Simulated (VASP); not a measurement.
Set up this calculation in VASP 6.6.1, as the native input.

```yaml
Task: single point
Functional: LDA
Potentials_or_basis: VASP PAW LDA potentials, release 64 (Al)
Cutoff: 520 eV
k_mesh: 9 × 9 × 9
Occupations: fermi-dirac, width 0.1 eV
Spin: non-collinear spin, zero start, spin-orbit coupling
Starting_moments: "[[0.0, 0.0, 0.0], [0.0, 0.0, 0.0]] μB"
Dipole_correction: no
Further_INCAR_settings: ALGO = Normal; EDIFF = 1e-06; NBANDS = 18
```

The structure of Al lies in POSCAR:

```
Al
1.0
    0.0000000000      2.9744765845      2.9744765845
    2.9744765845      0.0000000000      2.9744765845
    2.9744765845      2.9744765845      0.0000000000
Al
2
Direct
    0.1250000000      0.1250000000      0.1250000000
    0.8750000000      0.8750000000      0.8750000000
```

These files were run (other wordings do the same):

INCAR

```
SYSTEM = Al
PREC = Accurate ; ENCUT = 520
EDIFF = 1E-6 ; ISMEAR = -1
SIGMA = 0.1 ; LREAL = .FALSE.
LASPH = .TRUE. ; NELM = 150
ALGO = Normal ; ISIF = 2
LWAVE = .FALSE. ; LCHARG = .TRUE.
LNONCOLLINEAR = .TRUE. ; MAGMOM = 0 0 0 0 0 0
LORBIT = 11 ; LSORBIT = .TRUE.
GGA_COMPAT = .FALSE. ; LORBMOM = .TRUE.
GGA = CA ; LVHAR = .TRUE.
NBANDS = 18
```

KPOINTS

```
Automatic mesh
0
G
  9 9 9
  0 0 0
```

Potentials or basis: VASP PAW LDA potentials, release 64 (Al).

The run is started by

```sh
$ cat potpaw_LDA.64/Al/POTCAR > POTCAR
$ mpirun -np 1 vasp_ncl > vasp.out
```

It gave:

```json
{"Pressure": "0.1 GPa", "Net moment": "0.00 μB per cell", "Valence electrons inside the program's atomic spheres": "Al 0.83"}
```

It took 32 s on 1 thread of Intel(R) Xeon(R) 6975P-C (Granite Rapids), on a shared host, peak memory 0.23 GiB.
